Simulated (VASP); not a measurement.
NaI:

```xyz
2
Lattice="0.0000 3.5265 3.5747 3.5265 0.0000 3.5747 3.5265 3.5265 0.0000" Properties=species:S:1:pos:R:3 pbc="T T T"
Na    0.0000    0.0000    0.0000
I     1.7633    1.7633    1.7874
```

This cell differs from its parent crystal: epitaxial xy strain -0.5%.

Program: VASP 6.6.1. Alike in all runs: task single point; potentials or basis VASP PAW PBE potentials, release 64 (Na_pv, I); no spin polarisation; cell as given; cutoff (eV) 520.

Task: Order these runs on this cell by their band gap on the k mesh, lowest first.
A. level HSE06; k mesh 4 × 4 × 4; smearing gaussian 0.01 eV; grid for exact exchange (PRECFOCK) Normal; screening parameter 0.2079 1/Å
B. level r2SCAN; k mesh 6 × 6 × 6; smearing gaussian 0.01 eV
C. level PBE; k mesh 6 × 6 × 6; smearing fermi-dirac 0.02 eV

Result: C (3.82 eV), B (4.42 eV), A (4.79 eV).

Caveats: spin-orbit coupling is left out, which moves the levels of the heavy elements.
